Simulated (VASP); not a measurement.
# Au (Im-3m) in VASP: further runs

Au is run at these levels: PBEsol-based global hybrid with 25 % exact exchange, PBE0, HSE06; tasks: single point.

All numbers are computed with VASP 6.6.1; they aren't measurements. Logs are shortened: lines on timing, memory, paths and dates and some standing lists are left out, and cuts for length are marked.

## 1. The cell of the first run

It takes space group Im-3m (No. 229, cubic). The conventional cell has a = 3.240 Å, b = 3.240 Å, c = 3.240 Å, α = 90.00°, β = 90.00°, γ = 90.00°. Within 3.7 Å of Au (site symmetry m-3m) lie 14 Au at 2.81 to 3.24 Å.

This isn't the form of Au at room conditions, which is fcc.

## 2. Single point, PBEsol-based global hybrid with 25 % exact exchange

Input file POSCAR:

```
Au
1.0
   -1.6197852233      1.6197852233      1.6197852233
    1.6197852233     -1.6197852233      1.6197852233
    1.6197852233      1.6197852233     -1.6197852233
Au
1
Direct
    0.0000000000      0.0000000000      0.0000000000
```

Input file INCAR.step1:

```
SYSTEM = Au
ALGO = Normal ; EDIFF = 1E-5
ENCUT = 520 ; GGA = PE
ISIF = 2 ; ISMEAR = -1
LASPH = .True. ; LCHARG = .False.
LREAL = .False. ; LWAVE = .True.
NBANDS = 12 ; NELM = 80
PREC = Accurate ; SIGMA = 0.05
```

Input file INCAR.step2:

```
SYSTEM = Au
AEXX = 0.25 ; ALGO = Normal
EDIFF = 1E-6 ; ENCUT = 520
GGA = PS ; ISIF = 2
ISMEAR = -1 ; ISTART = 1
LASPH = .True. ; LCHARG = .False.
LHFCALC = .True. ; LREAL = .False.
LWAVE = .False. ; NBANDS = 12
NELM = 80 ; PREC = Accurate
PRECFOCK = Normal ; SIGMA = 0.05
```

Input file KPOINTS:

```
k-points
0
Gamma
  6 6 6
  0 0 0
```

Potentials or basis: VASP PAW PBE potentials, release 64 (Au).

Launch:

```
> cat potpaw_PBE.64/Au/POTCAR > POTCAR
> cp INCAR.step1 INCAR
> mpirun -np 1 vasp_std > vasp.out
> cp INCAR.step2 INCAR
> mpirun -np 1 vasp_std > vasp.out
```

OUTCAR:

```text
SYSTEM = Au
   AEXX = 0.25
   EDIFF = 1E-6
   ENCUT = 520
   GGA = PS
   ISIF = 2
   ISMEAR = -1
   ISTART = 1
   LASPH = .True.
   LHFCALC = .True.
   LREAL = .False.
   NELM = 80
   PREC = Accurate
   PRECFOCK = Normal

 ion  position               nearest neighbor table
   1  0.000  0.000  0.000-

  LATTYP: Found a body centered cubic cell.
 ALAT       =     3.2395704466

  Lattice vectors:

 A1 = (  -1.6197852233,   1.6197852233,   1.6197852233)
 A2 = (   1.6197852233,  -1.6197852233,   1.6197852233)
 A3 = (   1.6197852233,   1.6197852233,  -1.6197852233)

Analysis of symmetry for initial positions (statically):
=====================================================================
 Subroutine PRICEL returns:
 Original cell was already a primitive cell.

 Routine SETGRP: Setting up the symmetry group for a
 body centered cubic supercell.

 Subroutine GETGRP returns: Found 48 space group operations
 (whereof 48 operations were pure point group operations)
 out of a pool of 48 trial point group operations.

The static configuration has the point symmetry O_h .

Analysis of symmetry for dynamics (positions and initial velocities):
=====================================================================
 Subroutine PRICEL returns:
 Original cell was already a primitive cell.

 Routine SETGRP: Setting up the symmetry group for a
 body centered cubic supercell.

 Subroutine GETGRP returns: Found 48 space group operations
 (whereof 48 operations were pure point group operations)
 out of a pool of 48 trial point group operations.

The dynamic configuration has the point symmetry O_h .

 Subroutine INISYM returns: Found 48 space group operations
 (whereof 48 operations are pure point group operations),
 and found     1 'primitive' translations

----------------------------------------------------------------------------------------

                                     Primitive cell

  volume of cell :      16.9993

  direct lattice vectors                    reciprocal lattice vectors
    -1.619785223  1.619785223  1.619785223     0.000000000  0.308682900  0.308682900
     1.619785223 -1.619785223  1.619785223     0.308682900  0.000000000  0.308682900
     1.619785223  1.619785223 -1.619785223     0.308682900  0.308682900  0.000000000

  length of vectors
     2.805550304  2.805550304  2.805550304     0.436543544  0.436543544  0.436543544

  position of ions in fractional coordinates (direct lattice)
     0.000000000  0.000000000  0.000000000

  ion indices of the primitive-cell ions
   primitive index   ion index
                 1           1

----------------------------------------------------------------------------------------

 KPOINTS: k-points

Automatic generation of k-mesh.
 Grid dimensions read from file:
 generate k-points for:    6    6    6

 Generating k-lattice:

  Cartesian coordinates                     Fractional coordinates (reciprocal lattice)
     0.000000000  0.051447150  0.051447150     0.166666667  0.000000000  0.000000000
     0.051447150  0.000000000  0.051447150     0.000000000  0.166666667  0.000000000
     0.051447150  0.051447150  0.000000000     0.000000000  0.000000000  0.166666667

  Length of vectors
     0.072757257  0.072757257  0.072757257

  Shift w.r.t. Gamma in fractional coordinates (k-lattice)
     0.000000000  0.000000000  0.000000000

 Subroutine IBZKPT returns following result:
 ===========================================

 Found     16 irreducible k-points:

 Following reciprocal coordinates:
            Coordinates               Weight
  0.000000  0.000000  0.000000      1.000000
  0.166667  0.000000  0.000000     12.000000
  0.333333  0.000000  0.000000     12.000000
  0.500000  0.000000  0.000000      6.000000
  0.166667  0.166667  0.000000     24.000000
  0.333333  0.166667  0.000000     48.000000
[... 8 lines left out ...]
  0.500000  0.500000  0.333333     12.000000
  0.500000  0.500000  0.500000      1.000000
   k-points           NKPTS =     16   k-points in BZ     NKDIM =    216   number of bands    NBANDS=     12
   number of dos      NEDOS =    301   number of ions     NIONS =      1
   total plane-waves  NPLWV =  13824
   dimension x,y,z NGX =    24 NGY =   24 NGZ =   24
   dimension x,y,z NGXF=    48 NGYF=   48 NGZF=   48
   ions per type =               1
   NGX,Y,Z   is equivalent  to a cutoff of  14.22, 14.22, 14.22 a.u.
   NGXF,Y,Z  is equivalent  to a cutoff of  28.44, 28.44, 28.44 a.u.
 SYSTEM =  Au
   PREC   = accura    normal or accurate (medium, high low for compatibility)
   ISTART =      1    job   : 0-new  1-cont  2-samecut
   ICHARG =      0    charge: 1-file 2-atom 10-const
   ISPIN  =      1    spin polarized calculation?
   LNONCOLLINEAR =      F non collinear calculations
   LSORBIT =      F    spin-orbit coupling
   LASPH  =      T    aspherical Exc in radial PAW
   ENCUT  =  520.0 eV  38.22 Ry    6.18 a.u.   5.22  5.22  5.22*2*pi/ulx,y,z
   NELM   =     80;   NELMIN=  2; NELMDL=  0     # of ELM steps
   EDIFF  = 0.1E-05   stopping-criterion for ELM
   LREAL  =      F    real-space projection
   EDIFFG = 0.1E-04   stopping-criterion for IOM
   NSW    =      0    number of steps for IOM
   IBRION =     -1    ionic relax: 0-MD 1-quasi-New 2-CG
   NFREE  =      0    steps in history (QN), initial steepest desc. (CG)
   ISIF   =      2    stress and relaxation
   ISYM   =      3    0-nonsym 1-usesym 2-fastsym
   POTIM  = 0.5000    time-step for ionic-motion
   TEBEG  =    0.0;   TEEND  =   0.0 temperature during run
   PSTRESS=    0.0 pullay stress
   NELECT =      11.0000    total number of electrons
   NUPDOWN=      -1.0000    fix difference up-down
   EMIN   =  10.00;   EMAX   =-10.00  energy-range for DOS
   EFERMI =   0.00;   METHOD = LEGACY
   ISMEAR =    -1;   SIGMA  =   0.05  broadening in eV -4-tet -1-fermi 0-gaus
   EFERMI_NEDOS =   21; number of points for ismear=-14 and -15
   IALGO  =     38    algorithm
   IMIX   =      1    mixing-type and parameters
     AMIX     =   0.40;   BMIX     =  1.00
     AMIX_MAG =   1.60;   BMIX_MAG =  1.00
  volume/ion in A,a.u.               =      17.00       114.72
  Fermi-wavevector in a.u.,A,eV,Ry     =   1.415995  2.675842 27.280239  2.005041
  Thomas-Fermi vector in A             =   2.537375
   LORBIT       =      0    0 simple, 1 ext, 2 COOP (PROOUT), +10 PAW based schemes
   GGA     = PS    functional components
   LHFCALC =     T    Hartree Fock is set to
   PRECFOCK=normal    Normal, Fast or Accurate (Low or Medium for compatibility)
   ENCUT4O =  -1.0   cutoff for four orbital integrals eV
   NKREDX  =     1    reduce k-point grid by
   NKREDY  =     1    reduce k-point grid by
   NKREDZ  =     1    reduce k-point grid by
   AEXX    =    0.2500 exact exchange contribution
   HFSCREEN=    0.0000 screening length (either q_TF or 0.3 A-1)
   HFSCREENC=   0.0000 screening length for correlation (either q_TF or 0.3 A-1)
   ENCUTFOCK=  -1.0 apply spherical cutoff to Coloumb kernel
   IVDW    =     0    specifies the selected vdW correction
   LEPSILON=     F    determine dielectric tensor
   LRPA    =     F    only Hartree local field effects (RPA)
 non-spin polarized calculation
  energy-cutoff  :      520.00
  volume of cell :       17.00
 maximum number of plane-waves:       468
 NGX is ok and might be reduce to    24
  NGX = 16; NGY = 16; NGZ = 16

 number of electron      11.0000001 magnetization

 Free energy of the ion-electron system (eV)
  ---------------------------------------------------
  ext. energy  EPLUGINS =         0.00000000
  ---------------------------------------------------
  free energy    TOTEN  =        -3.98617399 eV

  energy without entropy =       -3.97544816  energy(sigma->0) =       -3.98081107

 E-fermi :   9.5316     XC(G=0): -10.0957

 val. band max:        9.0150484015   @ k =  -0.3333   0.3333   0.3333
 cond. band min:       9.6049432366   @ k =   0.3333   0.1667   0.0000
 fundamental gap:      0.5898948351
 Fermi energy:         9.5316285041

 k-point     1 :       0.0000    0.0000    0.0000
  band No.  band energies     occupation
      1      -2.2577      2.00000
      2       2.6832      2.00000
      3       2.6832      2.00000
      4       2.6832      2.00000
      5       4.6816      2.00000
      6       4.6816      2.00000
      7      27.0967      0.00000
      8      27.0967      0.00000
      9      27.0967      0.00000
     10      35.5208      0.00000
     11      35.5208      0.00000
     12      35.5208      0.00000

 k-point     2 :       0.1667    0.0000    0.0000
  band No.  band energies     occupation
      1      -1.1724      2.00000
      2       2.3637      2.00000
      3       2.7294      2.00000
      4       3.4680      2.00000
      5       4.4051      2.00000
      6       4.7212      2.00000
      7      25.9022      0.00000
      8      26.7940      0.00000
      9      28.4083      0.00000
     10      31.1277      0.00000
     11      31.7878      0.00000
     12      32.3276      0.00000

 k-point     3 :       0.3333    0.0000    0.0000
  band No.  band energies     occupation
      1       0.2888      2.00000
      2       1.7760      2.00000
      3       4.1410      2.00000
      4       4.6331      2.00000
      5       4.8583      2.00000
      6       5.3873      2.00000
      7      19.0640      0.00000
      8      24.1279      0.00000
      9      27.1111      0.00000
     10      31.3486      0.00000
     11      31.7611      0.00000
     12      34.6836      0.00000

 k-point     4 :       0.5000    0.0000    0.0000
  band No.  band energies     occupation
      1       0.2255      2.00000
      2       1.5042      2.00000
      3       4.5844      2.00000
      4       4.9645      2.00000
      5       6.6242      2.00000
      6       8.0754      2.00000
      7      13.7278      0.00000
      8      22.8270      0.00000
      9      24.6228      0.00000
     10      32.7750      0.00000
     11      33.0438      0.00000
     12      33.8815      0.00000

 k-point     5 :       0.1667    0.1667    0.0000
  band No.  band energies     occupation
      1       0.4303      2.00000
      2       2.2624      2.00000
      3       2.3201      2.00000
      4       4.2284      2.00000
      5       4.8850      2.00000
      6       5.4289      2.00000
      7      22.3916      0.00000
      8      23.8031      0.00000
      9      26.8466      0.00000
     10      29.2929      0.00000
     11      33.1911      0.00000
     12      35.1977      0.00000
[... 108 lines left out ...]
      1       1.7261      2.00000
      2       1.7735      2.00000
      3       2.7218      2.00000
      4       4.6191      2.00000
      5       5.6708      2.00000
      6      11.4737      0.00000
      7      16.6863      0.00000
      8      18.6362      0.00000
      9      27.0282      0.00000
     10      28.0383      0.00000
     11      32.2060      0.00000
     12      34.7572      0.00000

 k-point    14 :      -0.3333    0.3333    0.3333
  band No.  band energies     occupation
      1       1.4253      2.00000
      2       1.5158      2.00000
      3       4.3709      2.00000
      4       4.3709      2.00000
      5       5.1669      2.00000
      6       9.0150      1.99993
      7      20.7684      0.00000
      8      20.7684      0.00000
      9      22.7685      0.00000
     10      26.2571      0.00000
     11      32.0852      0.00000
     12      37.2536      0.00000

 k-point    15 :       0.5000    0.5000    0.3333
  band No.  band energies     occupation
      1       0.9620      2.00000
      2       1.1582      2.00000
      3       4.5459      2.00000
      4       4.9243      2.00000
      5       6.2551      2.00000
      6      14.5280      0.00000
      7      14.8915      0.00000
      8      18.6865      0.00000
      9      24.2114      0.00000
     10      27.6592      0.00000
     11      27.8413      0.00000
     12      36.3281      0.00000

 k-point    16 :       0.5000    0.5000    0.5000
  band No.  band energies     occupation
      1       0.5121      2.00000
      2       0.5121      2.00000
      3       6.1426      2.00000
      4       6.1426      2.00000
      5       6.1426      2.00000
      6      16.4703      0.00000
      7      16.4703      0.00000
      8      16.4703      0.00000
      9      20.6967      0.00000
     10      26.5646      0.00000
     11      26.5646      0.00000
     12      35.8674      0.00000

------------------------ aborting loop because EDIFF is reached ----------------------------------------

  FORCE on cell =-STRESS in cart. coord.  units (eV):
  Direction    XX          YY          ZZ          XY          YZ          ZX
  --------------------------------------------------------------------------------------
  -------------------------------------------------------------------------------------
  Total       -0.0152539     -0.0152539     -0.0152539      0.0000000     -0.0000000      0.0000000
  in kB       -1.4376693     -1.4376693     -1.4376693      0.0000000     -0.0000000      0.0000000
  external PRESSURE =      -1.4376693 kB  Pullay stress =       0.0000000 kB

 VOLUME and BASIS-vectors are now :
 -----------------------------------------------------------------------------
  energy-cutoff  :      520.00
  volume of cell :       17.00
      direct lattice vectors                 reciprocal lattice vectors
    -1.619785223  1.619785223  1.619785223     0.000000000  0.308682900  0.308682900
     1.619785223 -1.619785223  1.619785223     0.308682900  0.000000000  0.308682900
     1.619785223  1.619785223 -1.619785223     0.308682900  0.308682900  0.000000000

 POSITION                                       TOTAL-FORCE (eV/Angst)
 -----------------------------------------------------------------------------------
      0.00000      0.00000      0.00000        -0.000000      0.000000      0.000000
 -----------------------------------------------------------------------------------
    total drift:                                0.000000     -0.000000     -0.000000

  FREE ENERGIE OF THE ION-ELECTRON SYSTEM (eV)
  ---------------------------------------------------
  free  energy   TOTEN  =        -3.9861739858 eV

  energy  without entropy=       -3.9754481584  energy(sigma->0) =       -3.98081107
```

Wall time 6.5 min (1 thread of Intel Xeon Platinum 8259CL at 2.50GHz (Skylake/Cascade Lake), shared host); peak memory 0.15 GiB.

Results:

* Free energy: -3.9862 eV
* Pressure: -0.1 GPa
* Band gap on the k mesh: zero (an odd number of electrons rules out a gap without spin polarisation)

Caveat: the k points lie up to 0.46 Å⁻¹ apart, too coarse for converged energies and pressures of a metal; the PAW data sets were made with another functional, which shifts forces and pressure a little; spin-orbit coupling is left out, which moves the levels of the heavy elements.

[end of part 1 of 2]

The gap in the log of VASP goes by the Fermi energy; the results here count the filled bands.